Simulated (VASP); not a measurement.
# Nb (Fd-3m) in VASP: single point with PBEsol

Aim: the single point of Nb with PBEsol.

Program: VASP 6.6.1. These are calculated values, not measurements. Logs are shortened: lines on timing, memory, paths and dates and some standing lists are left out, and cuts for length are marked.

**1. The cell of the first run**

The structure is cubic, space group Fd-3m (No. 227). Conventional cell: a = 5.820 Å, b = 5.820 Å, c = 5.820 Å, α = 90.00°, β = 90.00°, γ = 90.00°. Within 3.3 Å of Nb (site symmetry -43m) lie 4 Nb at 2.52 Å.

**2. Single point, PBEsol**

The input, INCAR:

```
ALGO = Normal
EDIFF = 1E-7
ENCUT = 520
GGA = PS
ISIF = 2
ISMEAR = -1
LASPH = True
LCHARG = False
LREAL = False
LWAVE = False
NBANDS = 20
NELM = 80
PREC = Accurate
SIGMA = 0.13605693000000002
```

The input, KPOINTS:

```
k-points
0
Gamma
  8 8 8
```

The input, POSCAR:

```
Nb
1.0
    0.0000000000      2.9098358059      2.9098358059
    2.9098358059      0.0000000000      2.9098358059
    2.9098358059      2.9098358059      0.0000000000
Nb
2
Direct
    0.0000000000      0.0000000000      0.0000000000
    0.2500000000      0.2500000000      0.2500000000
```

Potentials or basis: VASP PAW PBE potentials, release 64 (Nb_sv).

Run with:

```
$ cat potpaw_PBE.64/Nb_sv/POTCAR > POTCAR
$ mpirun -np 1 vasp_std > vasp.out
```

OUTCAR:

```text
EDIFF = 1E-7
   ENCUT = 520
   GGA = PS
   ISIF = 2
   ISMEAR = -1
   LASPH = True
   LREAL = False
   NELM = 80
   PREC = Accurate

 ion  position               nearest neighbor table
   1  0.000  0.000  0.000-   2 2.52   2 2.52   2 2.52   2 2.52
   2  0.250  0.250  0.250-   1 2.52   1 2.52   1 2.52   1 2.52

  LATTYP: Found a face centered cubic cell.
 ALAT       =     5.8196716118

  Lattice vectors:

 A1 = (   0.0000000000,   2.9098358059,   2.9098358059)
 A2 = (   2.9098358059,   0.0000000000,   2.9098358059)
 A3 = (   2.9098358059,   2.9098358059,   0.0000000000)

Analysis of symmetry for initial positions (statically):
=====================================================================
 Subroutine PRICEL returns:
 Original cell was already a primitive cell.

 Routine SETGRP: Setting up the symmetry group for a
 face centered cubic supercell.

 Subroutine GETGRP returns: Found 48 space group operations
 (whereof 24 operations were pure point group operations)
 out of a pool of 48 trial point group operations.

The static configuration has the point symmetry T_d .
 The point group associated with its full space group is O_h .

Analysis of symmetry for dynamics (positions and initial velocities):
=====================================================================
 Subroutine PRICEL returns:
 Original cell was already a primitive cell.

 Routine SETGRP: Setting up the symmetry group for a
 face centered cubic supercell.

 Subroutine GETGRP returns: Found 48 space group operations
 (whereof 24 operations were pure point group operations)
 out of a pool of 48 trial point group operations.

The dynamic configuration has the point symmetry T_d .
 The point group associated with its full space group is O_h .

 Subroutine INISYM returns: Found 48 space group operations
 (whereof 24 operations are pure point group operations),
 and found     1 'primitive' translations

----------------------------------------------------------------------------------------

                                     Primitive cell

  volume of cell :      49.2760

  direct lattice vectors                    reciprocal lattice vectors
     0.000000000  2.909835806  2.909835806    -0.171831001  0.171831001  0.171831001
     2.909835806  0.000000000  2.909835806     0.171831001 -0.171831001  0.171831001
     2.909835806  2.909835806  0.000000000     0.171831001  0.171831001 -0.171831001

  length of vectors
     4.115129261  4.115129261  4.115129261     0.297620024  0.297620024  0.297620024

  position of ions in fractional coordinates (direct lattice)
     0.000000000  0.000000000  0.000000000
     0.250000000  0.250000000  0.250000000

  ion indices of the primitive-cell ions
   primitive index   ion index
                 1           1
                 2           2

----------------------------------------------------------------------------------------

 KPOINTS: k-points

Automatic generation of k-mesh.
 Grid dimensions read from file:
 generate k-points for:    8    8    8

 Generating k-lattice:

  Cartesian coordinates                     Fractional coordinates (reciprocal lattice)
    -0.021478875  0.021478875  0.021478875     0.125000000  0.000000000  0.000000000
     0.021478875 -0.021478875  0.021478875     0.000000000  0.125000000  0.000000000
     0.021478875  0.021478875 -0.021478875     0.000000000  0.000000000  0.125000000

  Length of vectors
     0.037202503  0.037202503  0.037202503

  Shift w.r.t. Gamma in fractional coordinates (k-lattice)
     0.000000000  0.000000000  0.000000000

 Subroutine IBZKPT returns following result:
 ===========================================

 Found     29 irreducible k-points:

 Following reciprocal coordinates:
            Coordinates               Weight
  0.000000  0.000000  0.000000      1.000000
  0.125000  0.000000  0.000000      8.000000
  0.250000  0.000000  0.000000      8.000000
  0.375000  0.000000  0.000000      8.000000
  0.500000  0.000000  0.000000      4.000000
  0.125000  0.125000  0.000000      6.000000
[... 16 lines left out ...]
  0.500000  0.250000  0.125000     48.000000
 -0.375000  0.250000  0.125000     24.000000
 [... further k-points ...]
   k-points           NKPTS =     29   k-points in BZ     NKDIM =     29   number of bands    NBANDS=     20
   number of dos      NEDOS =    301   number of ions     NIONS =      2
   total plane-waves  NPLWV =  32768
   dimension x,y,z NGX =    32 NGY =   32 NGZ =   32
   dimension x,y,z NGXF=    64 NGYF=   64 NGZF=   64
   ions per type =               2
   NGX,Y,Z   is equivalent  to a cutoff of  12.93, 12.93, 12.93 a.u.
   NGXF,Y,Z  is equivalent  to a cutoff of  25.86, 25.86, 25.86 a.u.
 SYSTEM =  unknown system
   PREC   = accura    normal or accurate (medium, high low for compatibility)
   ISTART =      0    job   : 0-new  1-cont  2-samecut
   ICHARG =      2    charge: 1-file 2-atom 10-const
   ISPIN  =      1    spin polarized calculation?
   LNONCOLLINEAR =      F non collinear calculations
   LSORBIT =      F    spin-orbit coupling
   LASPH  =      T    aspherical Exc in radial PAW
   ENCUT  =  520.0 eV  38.22 Ry    6.18 a.u.   7.65  7.65  7.65*2*pi/ulx,y,z
   NELM   =     80;   NELMIN=  2; NELMDL= -5     # of ELM steps
   EDIFF  = 0.1E-06   stopping-criterion for ELM
   LREAL  =      F    real-space projection
   EDIFFG = 0.1E-05   stopping-criterion for IOM
   NSW    =      0    number of steps for IOM
   IBRION =     -1    ionic relax: 0-MD 1-quasi-New 2-CG
   NFREE  =      0    steps in history (QN), initial steepest desc. (CG)
   ISIF   =      2    stress and relaxation
   ISYM   =      2    0-nonsym 1-usesym 2-fastsym
   POTIM  = 0.5000    time-step for ionic-motion
   TEBEG  =    0.0;   TEEND  =   0.0 temperature during run
   PSTRESS=    0.0 pullay stress
   NELECT =      26.0000    total number of electrons
   NUPDOWN=      -1.0000    fix difference up-down
   EMIN   =  10.00;   EMAX   =-10.00  energy-range for DOS
   EFERMI =   0.00;   METHOD = LEGACY
   ISMEAR =    -1;   SIGMA  =   0.14  broadening in eV -4-tet -1-fermi 0-gaus
   EFERMI_NEDOS =   21; number of points for ismear=-14 and -15
   IALGO  =     38    algorithm
   IMIX   =      4    mixing-type and parameters
     AMIX     =   0.40;   BMIX     =  1.00
     AMIX_MAG =   1.60;   BMIX_MAG =  1.00
  volume/ion in A,a.u.               =      24.64       166.27
  Fermi-wavevector in a.u.,A,eV,Ry     =   1.322881  2.499883 23.810390  1.750014
  Thomas-Fermi vector in A             =   2.452530
   LORBIT       =      0    0 simple, 1 ext, 2 COOP (PROOUT), +10 PAW based schemes
   GGA     = PS    functional components
   LHFCALC =     F    Hartree Fock is set to
   AEXX    =    0.0000 exact exchange contribution
   IVDW    =     0    specifies the selected vdW correction
   LEPSILON=     F    determine dielectric tensor
   LRPA    =     F    only Hartree local field effects (RPA)
 non-spin polarized calculation
  energy-cutoff  :      520.00
  volume of cell :       49.28
 maximum number of plane-waves:      1363
   NGX = 15   NGY = 15   NGZ = 15

 number of electron      26.0000002 magnetization

 Free energy of the ion-electron system (eV)
  ---------------------------------------------------
  ext. energy  EPLUGINS =         0.00000000
  ---------------------------------------------------
  free energy    TOTEN  =       -16.69856923 eV

  energy without entropy =      -16.49556551  energy(sigma->0) =      -16.59706737

 E-fermi :   7.0330     XC(G=0): -10.6818

 val. band max:        6.9802004998   @ k =   0.1250   0.1250   0.0000
 cond. band min:       7.0498718391   @ k =  -0.2500   0.3750   0.1250
 fundamental gap:      0.0696713393
 Fermi energy:         7.0329922339

 k-point     1 :       0.0000    0.0000    0.0000
  band No.  band energies     occupation
      1     -47.4094      2.00000
      2     -46.6098      2.00000
      3     -23.8547      2.00000
      4     -23.8547      2.00000
      5     -23.8547      2.00000
      6     -22.5996      2.00000
[... 12 lines left out ...]
     19      12.5441      0.00000
     20      17.6754      0.00000

 k-point     2 :       0.1250    0.0000    0.0000
  band No.  band energies     occupation
      1     -47.3877      2.00000
      2     -46.6333      2.00000
      3     -23.8793      2.00000
      4     -23.8793      2.00000
      5     -23.8547      2.00000
      6     -22.5990      2.00000
[... 12 lines left out ...]
     19      12.4929      0.00000
     20      16.9490      0.00000

 k-point     3 :       0.2500    0.0000    0.0000
  band No.  band energies     occupation
      1     -47.3287      2.00000
      2     -46.6968      2.00000
      3     -23.9349      2.00000
      4     -23.9349      2.00000
      5     -23.8566      2.00000
      6     -22.5950      2.00000
[... 12 lines left out ...]
     19      12.3078      0.00000
     20      16.1079      0.00000

 k-point     4 :       0.3750    0.0000    0.0000
  band No.  band energies     occupation
      1     -47.2545      2.00000
      2     -46.7754      2.00000
      3     -23.9859      2.00000
      4     -23.9859      2.00000
      5     -23.8611      2.00000
      6     -22.5877      2.00000
[... 12 lines left out ...]
     19      11.9379      0.00000
     20      13.5163      0.00000

 k-point     5 :       0.5000    0.0000    0.0000
  band No.  band energies     occupation
      1     -47.2155      2.00000
      2     -46.8163      2.00000
      3     -24.0059      2.00000
      4     -24.0059      2.00000
      5     -23.8638      2.00000
      6     -22.5837      2.00000
[... 12 lines left out ...]
     19      11.6273      0.00000
     20      12.2840      0.00000
[... 353 lines left out ...]
      6     -23.2360      2.00000
[... 12 lines left out ...]
     19      12.2795      0.00000
     20      12.2795      0.00000

 k-point    22 :       0.3750    0.2500    0.1250
  band No.  band energies     occupation
      1     -47.2754      2.00000
      2     -46.7534      2.00000
      3     -24.0612      2.00000
      4     -23.9998      2.00000
      5     -23.6937      2.00000
      6     -22.7605      2.00000
[... 12 lines left out ...]
     19      12.7454      0.00000
     20      15.7653      0.00000

 k-point    23 :       0.5000    0.2500    0.1250
  band No.  band energies     occupation
      1     -47.2007      2.00000
      2     -46.8317      2.00000
      3     -24.1293      2.00000
      4     -24.0446      2.00000
      5     -23.6216      2.00000
      6     -22.8249      2.00000
[... 12 lines left out ...]
     19      12.5127      0.00000
     20      13.4804      0.00000

 k-point    24 :      -0.3750    0.2500    0.1250
  band No.  band energies     occupation
      1     -47.1581      2.00000
      2     -46.8758      2.00000
      3     -24.1534      2.00000
      4     -24.0652      2.00000
      5     -23.5892      2.00000
      6     -22.8534      2.00000
[... 12 lines left out ...]
     19      12.0310      0.00000
     20      12.3320      0.00000

 [... further k-points ...]
[... 5 lines left out ...]
  --------------------------------------------------------------------------------------
  -------------------------------------------------------------------------------------
  Total        0.0103417      0.0103417      0.0103417     -0.0000000      0.0000000     -0.0000000
  in kB        0.3362551      0.3362551      0.3362551     -0.0000000      0.0000000     -0.0000000
  external PRESSURE =       0.3362551 kB  Pullay stress =       0.0000000 kB

 VOLUME and BASIS-vectors are now :
 -----------------------------------------------------------------------------
  energy-cutoff  :      520.00
  volume of cell :       49.28
      direct lattice vectors                 reciprocal lattice vectors
     0.000000000  2.909835806  2.909835806    -0.171831001  0.171831001  0.171831001
     2.909835806  0.000000000  2.909835806     0.171831001 -0.171831001  0.171831001
     2.909835806  2.909835806  0.000000000     0.171831001  0.171831001 -0.171831001

 POSITION                                       TOTAL-FORCE (eV/Angst)
 -----------------------------------------------------------------------------------
      0.00000      0.00000      0.00000         0.000000      0.000000      0.000000
      1.45492      1.45492      1.45492        -0.000000     -0.000000     -0.000000
 -----------------------------------------------------------------------------------
    total drift:                               -0.000000      0.000000      0.000000

  FREE ENERGIE OF THE ION-ELECTRON SYSTEM (eV)
  ---------------------------------------------------
  free  energy   TOTEN  =       -16.6985692308 eV

  energy  without entropy=      -16.4955655086  energy(sigma->0) =      -16.59706737
```

Wall time 27 s (1 thread of AMD EPYC 7R13 (Zen 3), shared host); peak memory 0.15 GiB.

Results:

```
Free energy            : -16.6986 eV
Pressure               : 0.0 GPa
Band gap on the k mesh : zero (band 13 reaches 7.77 eV, above the bottom of band 14 at 6.22 eV)
```

Levels at points of the mesh, in eV from the Fermi level:
```tsv
k point	band 10	band 11	band 12	band 13	band 14	band 15	band 16	band 17
(0.00, 0.00, 0.00)	-1.58	-1.58	-0.55	-0.55	-0.55	2.00	2.00	2.00
(0.50, 0.00, 0.00)	-1.70	-1.38	-1.38	-0.81	-0.81	0.76	3.14	3.14
(0.50, 0.50, 0.00)	-2.55	-0.75	-0.75	0.48	0.48	1.32	1.32	4.91
```

Caveat: the PAW data sets were made with another functional, which shifts forces and pressure a little.
